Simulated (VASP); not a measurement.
# Ti (P6_3/mmc) in VASP: a series of runs, part 2 of 2

VASP 6.6.1. Earlier steps stand in the parts before.

### 5 Single point, PBE

This run uses another cell than the first one, of 17.39 Å³/atom.

INCAR reads:

```
ALGO = Normal
EDIFF = 1E-7
ENCUT = 520
GGA = PE
ISIF = 2
ISMEAR = 1
LASPH = T
LCHARG = T
LELF = T
LREAL = F
LVHAR = T
LWAVE = F
NBANDS = 19
NELM = 80
PREC = Accurate
SIGMA = 0.1
```

KPOINTS reads:

```
k-points
0
Gamma
  11 11 6
```

POSCAR reads:

```
Ti
1.0
    2.9364821834      0.0000000000      0.0000000000
   -1.4682410917      2.5430681686      0.0000000000
    0.0000000000      0.0000000000      4.6575171519
Ti
2
Direct
    0.3333333333      0.6666666667      0.2500000000
    0.6666666667      0.3333333333      0.7500000000
```

Potentials or basis: VASP PAW PBE potentials, release 64 (Ti_sv).

On the command line:

```console
$ cat potpaw_PBE.64/Ti_sv/POTCAR > POTCAR
$ mpirun -np 1 vasp_std > vasp.out
```

OUTCAR:

```text
EDIFF = 1E-7
   ENCUT = 520
   GGA = PE
   ISIF = 2
   ISMEAR = 1
   LASPH = T
   LREAL = F
   NELM = 80
   PREC = Accurate

 ion  position               nearest neighbor table
   1  0.333  0.667  0.250-   2 2.88   2 2.88   2 2.88   2 2.88   2 2.88   2 2.88
   2  0.667  0.333  0.750-   1 2.88   1 2.88   1 2.88   1 2.88   1 2.88   1 2.88

  LATTYP: Found a hexagonal cell.
 ALAT       =     2.9364821834
 C/A-ratio  =     1.5860873184

  Lattice vectors:

 A1 = (   2.9364821834,   0.0000000000,   0.0000000000)
 A2 = (  -1.4682410917,   2.5430681686,   0.0000000000)
 A3 = (   0.0000000000,   0.0000000000,   4.6575171519)

Analysis of symmetry for initial positions (statically):
=====================================================================
 Subroutine PRICEL returns:
 Original cell was already a primitive cell.

 Routine SETGRP: Setting up the symmetry group for a
 hexagonal supercell.

 Subroutine GETGRP returns: Found 24 space group operations
 (whereof 12 operations were pure point group operations)
 out of a pool of 24 trial point group operations.

The static configuration has the point symmetry D_3d.
 The point group associated with its full space group is D_6h.

Analysis of symmetry for dynamics (positions and initial velocities):
=====================================================================
 Subroutine PRICEL returns:
 Original cell was already a primitive cell.

 Routine SETGRP: Setting up the symmetry group for a
 hexagonal supercell.

 Subroutine GETGRP returns: Found 24 space group operations
 (whereof 12 operations were pure point group operations)
 out of a pool of 24 trial point group operations.

The dynamic configuration has the point symmetry D_3d.
 The point group associated with its full space group is D_6h.

 Subroutine INISYM returns: Found 24 space group operations
[... 106 lines left out ...]
   TEBEG  =    0.0;   TEEND  =   0.0 temperature during run
   PSTRESS=    0.0 pullay stress
   NELECT =      24.0000    total number of electrons
   NUPDOWN=      -1.0000    fix difference up-down
   EMIN   =  10.00;   EMAX   =-10.00  energy-range for DOS
   EFERMI =   0.00;   METHOD = LEGACY
   ISMEAR =     1;   SIGMA  =   0.10  broadening in eV -4-tet -1-fermi 0-gaus
   EFERMI_NEDOS =   21; number of points for ismear=-14 and -15
   IALGO  =     38    algorithm
   IMIX   =      4    mixing-type and parameters
     AMIX     =   0.40;   BMIX     =  1.00
     AMIX_MAG =   1.60;   BMIX_MAG =  1.00
  volume/ion in A,a.u.               =      17.39       117.36
  Fermi-wavevector in a.u.,A,eV,Ry     =   1.446656  2.733784 28.474461  2.092814
  Thomas-Fermi vector in A             =   2.564700
   LORBIT       =      0    0 simple, 1 ext, 2 COOP (PROOUT), +10 PAW based schemes
   GGA     = PE    functional components
   LHFCALC =     F    Hartree Fock is set to
   AEXX    =    0.0000 exact exchange contribution
   IVDW    =     0    specifies the selected vdW correction
   LEPSILON=     F    determine dielectric tensor
   LRPA    =     F    only Hartree local field effects (RPA)
 non-spin polarized calculation
 Methfessel and Paxton  Order N= 1 SIGMA  =   0.10
  energy-cutoff  :      520.00
  volume of cell :       34.78
 maximum number of plane-waves:       965
 NGX is ok and might be reduce to    24
   NGX = 11   NGY = 11   NGZ = 17

 number of electron      24.0000001 magnetization

 Free energy of the ion-electron system (eV)
  ---------------------------------------------------
  ext. energy  EPLUGINS =         0.00000000
  ---------------------------------------------------
  free energy    TOTEN  =       -15.66878357 eV

  energy without entropy =      -15.66815893  energy(sigma->0) =      -15.66857536

 E-fermi :   8.3374     XC(G=0): -11.4916

 val. band max:        8.3146117929   @ k =   0.0000   0.0000   0.3333
 cond. band min:       8.3431673572   @ k =   0.0909   0.0000   0.1667
 fundamental gap:      0.0285555644
 Fermi energy:         8.3373973648

 k-point     1 :       0.0000    0.0000    0.0000
  band No.  band energies     occupation
      1     -48.5405      2.00000
      2     -48.4052      2.00000
      3     -25.1260      2.00000
      4     -24.4851      2.00000
      5     -24.4851      2.00000
      6     -24.4231      2.00000
[... 505 lines left out ...]
      6     -24.5487      2.00000
[... 11 lines left out ...]
     18      10.6159      0.00000
     19      11.6507      0.00000

 [... further k-points ...]
[... 5 lines left out ...]
  --------------------------------------------------------------------------------------
  -------------------------------------------------------------------------------------
  Total       -0.0602074     -0.0602074     -0.0596577      0.0000000     -0.0000000      0.0000000
  in kB       -2.7734497     -2.7734497     -2.7481289      0.0000000     -0.0000000      0.0000000
  external PRESSURE =      -2.7650094 kB  Pullay stress =       0.0000000 kB

 VOLUME and BASIS-vectors are now :
 -----------------------------------------------------------------------------
  energy-cutoff  :      520.00
  volume of cell :       34.78
      direct lattice vectors                 reciprocal lattice vectors
     2.936482183  0.000000000  0.000000000     0.340543527  0.196612897  0.000000000
    -1.468241092  2.543068169  0.000000000     0.000000000  0.393225794  0.000000000
     0.000000000  0.000000000  4.657517152     0.000000000  0.000000000  0.214706670

 POSITION                                       TOTAL-FORCE (eV/Angst)
 -----------------------------------------------------------------------------------
     -0.00000      1.69538      1.16438        -0.000000     -0.000000      0.000000
      1.46824      0.84769      3.49314         0.000000      0.000000      0.000000
 -----------------------------------------------------------------------------------
    total drift:                               -0.000000      0.000000     -0.000000

  FREE ENERGIE OF THE ION-ELECTRON SYSTEM (eV)
  ---------------------------------------------------
  free  energy   TOTEN  =       -15.6687835741 eV

  energy  without entropy=      -15.6681589290  energy(sigma->0) =      -15.66857536
```

OSZICAR:

```text
N       E                     dE             d eps       ncg     rms          rms(c)
DAV:   1     0.263703988423E+03    0.26370E+03   -0.13068E+04  2432   0.158E+03
DAV:   2     0.127203530699E+02   -0.25098E+03   -0.24682E+03  2510   0.441E+02
DAV:   3    -0.164184206392E+02   -0.29139E+02   -0.28766E+02  4499   0.124E+02
DAV:   4    -0.177033620947E+02   -0.12849E+01   -0.12822E+01  2787   0.267E+01
DAV:   5    -0.177619974890E+02   -0.58635E-01   -0.58624E-01  3584   0.413E+00    0.118E+01
DAV:   6    -0.156663982279E+02    0.20956E+01   -0.75815E+00  2816   0.276E+01    0.296E+00
DAV:   7    -0.156501935493E+02    0.16205E-01   -0.71479E-01  3660   0.616E+00    0.208E+00
DAV:   8    -0.156769737253E+02   -0.26780E-01   -0.20605E-01  2708   0.522E+00    0.707E-01
DAV:   9    -0.156683992183E+02    0.85745E-02   -0.49266E-02  2758   0.219E+00    0.703E-02
DAV:  10    -0.156687042548E+02   -0.30504E-03   -0.28233E-03  3509   0.313E-01    0.842E-02
DAV:  11    -0.156687939892E+02   -0.89734E-04   -0.21177E-04  2878   0.979E-02    0.317E-02
DAV:  12    -0.156687816149E+02    0.12374E-04   -0.40358E-05  3170   0.455E-02    0.959E-03
DAV:  13    -0.156687826338E+02   -0.10188E-05   -0.14845E-06  2701   0.113E-02    0.696E-04
DAV:  14    -0.156687832230E+02   -0.58926E-06   -0.18460E-07  2132   0.251E-03    0.994E-04
DAV:  15    -0.156687835346E+02   -0.31160E-06   -0.39489E-08  1306   0.171E-03    0.112E-04
DAV:  16    -0.156687835741E+02   -0.39465E-07   -0.10651E-08  1294   0.846E-04
   1 F= -.15668784E+02 E0= -.15668575E+02  d E =-.624645E-03
```

stdout:

```text
POSCAR found type information on POSCAR Ti
 POSCAR found :  1 types and       2 ions
 scaLAPACK will be used
 LDA part: xc-table for (Slater+PW92), standard interpolation
 POSCAR, INCAR and KPOINTS ok, starting setup
 FFT: planning ... GRIDC
 FFT: planning ... GRID_SOFT
 FFT: planning ... GRID
 WAVECAR not read
 entering main loop
```

It took 16 s on 1 thread of Intel Xeon 6975P-C (Granite Rapids), shared host; peak memory 0.16 GiB.

What came out:

```yaml
Free_energy: -15.6688 eV
Pressure: -0.3 GPa
Band_gap_on_the_k_mesh: zero (bands 12 and 13 overlap by 1.01 eV)
```

### 6 Relaxation of cell and atoms, PBE

This run uses another cell than the first one, of 17.64 Å³/atom.

INCAR reads:

```
SYSTEM = Ti
PREC = Accurate
ENCUT = 600
EDIFF = 1E-7
ISMEAR = 1
SIGMA = 0.1
LREAL = .False.
LASPH = .True.
NELM = 100
ALGO = Normal
ISIF = 3
LWAVE = .False.
LCHARG = .False.
GGA = PE
IBRION = 2
NSW = 80
EDIFFG = -0.01
```

KPOINTS reads:

```
Automatic mesh
0
Gamma
  11 11 6
  0 0 0
```

POSCAR reads:

```
Ti
1.0
    2.9500000000      0.0000000000      0.0000000000
   -1.4750000000      2.5547749412      0.0000000000
    0.0000000000      0.0000000000      4.6800000000
Ti
2
Direct
    0.3333330000      0.6666670000      0.2500000000
    0.6666670000      0.3333330000      0.7500000000
```

Potentials or basis: VASP PAW PBE potentials, release 64 (Ti_sv).

On the command line:

```console
$ cat potpaw_PBE.64/Ti_sv/POTCAR > POTCAR
$ mpirun -np 1 vasp_std > vasp.out
```

Wall time 40 s (1 thread of Intel Xeon 6975P-C (Granite Rapids), shared host); peak memory 0.18 GiB.

The run converged. Its results:

```yaml
Free_energy: -15.6686 eV
Relaxed_volume: 17.35 Å³/atom
Relaxed_cell: a = 2.934 Å, b = 2.934 Å, c = 4.655 Å, α = 90.00°, β = 90.00°, γ = 120.00°
Space_group_after_relaxing_to_0.1_Å: P6_3/mmc (No. 194)
Energy_gained_by_relaxing: 1.6 meV/atom
Ionic_steps: 3
Pressure_after_relaxing: 0.0 GPa
Band_gap_on_the_k_mesh: zero (bands 12 and 13 overlap by 1.01 eV)
```

Step by step:
```csv
step,energy change (eV),largest force (eV/Å),pressure (GPa),volume (Å³)
1,0.0000,0.0000,-1.76,35.27
2,-0.0016,0.0000,1.30,34.29
3,-0.0032,0.0000,0.00,34.69
```

Final structure:
```xyz
2
Lattice="2.9338 0.0000 0.0000 -1.4669 2.5407 0.0000 0.0000 0.0000 4.6546" Properties=species:S:1:pos:R:3 pbc="T T T"
Ti    0.0000    1.6938    1.1637
Ti    1.4669    0.8469    3.4910
```

Levels at points of the mesh, in eV from the Fermi level:
| k point | band 9 | band 10 | band 11 | band 12 | band 13 | band 14 | band 15 | band 16 |
| --- | --- | --- | --- | --- | --- | --- | --- | --- |
| (0.00, 0.00, 0.00) | -6.23 | -2.71 | 0.74 | 0.76 | 0.76 | 0.86 | 1.26 | 1.26 |
| (0.00, 0.00, 0.50) | -4.37 | -4.37 | 0.06 | 0.06 | 0.67 | 0.67 | 0.67 | 0.67 |

### 7 Overview

```csv
task,cell,cutoff (eV),gap on the mesh (eV),pressure (GPa)
single point,"a = 2.800, b = 2.800, c = 4.451 Å, angles 90.0, 90.0, 120.0°, 2 atoms",520,none,19.4
single point,"a = 2.860, b = 2.860, c = 4.539 Å, angles 90.0, 90.0, 120.0°, 2 atoms",520,none,9.6
single point,"a = 2.896, b = 2.896, c = 4.593 Å, angles 90.0, 90.0, 120.0°, 2 atoms",520,none,4.6
single point,"a = 2.936, b = 2.936, c = 4.658 Å, angles 90.0, 90.0, 120.0°, 2 atoms",520,none,-0.3
relaxation of cell and atoms,"relaxed from a = 2.950, b = 2.950, c = 4.680 Å, angles 90.0, 90.0, 120.0°, 2 atoms",600,none,0.0
```

Alike in all rows: level PBE; potentials or basis VASP PAW PBE potentials, release 64 (Ti_sv); no spin polarisation; k mesh 11 × 11 × 6; smearing methfessel-paxton 0.1 eV.

Caveats: the cell stands under pressure (at least some runs).

Absolute energies hang on the potentials; compare differences alone.
